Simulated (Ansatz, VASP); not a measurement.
## Ta2C in VASP and in Ansatz

Contents of INCAR:

```
  PREC = Accurate
  ENCUT = 520
  EDIFF = 1E-6
  ISMEAR = 0
  SIGMA = 0.15
  LREAL = F
  LASPH = T
  NELM = 100
  ALGO = Normal
  ISIF = 2
  LWAVE = F
  LCHARG = F
  GGA = PS
  NBANDS = 20
```

The input KPOINTS:

```
Automatic mesh
0
Gamma
  18 18 12
```

POSCAR

```
Ta2C
1.0
    2.8361012339      0.0000000000      0.0000000000
   -1.4180506170      2.4561357163      0.0000000000
    0.0000000000      0.0000000000      5.8616878188
Ta C
2 1
Direct
    0.3333333333      0.6666666667      0.2528761935
    0.6666666667      0.3333333333      0.7471238065
    0.0000000000      0.0000000000      0.0000000000
```

Input for Ansatz:

```yaml
crystal:
  lattice:
    - [2.8361012339, 0.0, 0.0]
    - [-1.418050617, 2.4561357163, 0.0]
    - [0.0, 0.0, 5.8616878188]
  atoms:
    - { symbol: Ta, position: [0.3333333333, 0.6666666667, 0.2528761935] }
    - { symbol: Ta, position: [0.6666666667, 0.3333333333, 0.7471238065] }
    - { symbol: C, position: [0.0, 0.0, 0.0] }
basis:
  ecutwfc: 420
kpoints:
  mp_grid: { grid: [18, 18, 12] }
hamiltonian:
  xc: pbesol
scf:
  occupations: { method: gaussian, width: 0.15 }
output:
  forces: true
  stress: true
  eigenvalues: true
```

Alike in both runs: task single point; functional PBEsol; k mesh 18 × 18 × 12; occupations gaussian, width 0.15 eV; no spin polarisation.

```csv
,VASP,Ansatz
version,VASP 6.6.1,Ansatz 0.2.0
potentials or method,"VASP PAW PBE potentials, release 64 (Ta_pv, C), cutoff 520 eV","scalar-relativistic, plane waves, PAW"
valence electrons in the cell,26,30
```

VASP gave:

- gap on the k mesh at the Fermi level (eV): none
- pressure (GPa): 7.0
- traceless stress, the component that is largest in VASP (GPa): -55.71
- rms of the force components (eV/Å): 0.438

Which values does Ansatz return?

gap on the k mesh at the Fermi level (eV): none; pressure (GPa): 6.4; traceless stress, the component that is largest in VASP (GPa): -55.80; rms of the force components (eV/Å): 0.459.

VASP's potentials were made for PBE, not for PBEsol. Atom by atom the forces differ by 0.021 eV/Å (rms over components). A gap of «none» marks a metal or a gap that the smearing closes. VASP's potentials hold 26 valence electrons a cell and Ansatz's 30, so a difference there can come from the potentials and not from the codes.

Spin-orbit coupling is off throughout.
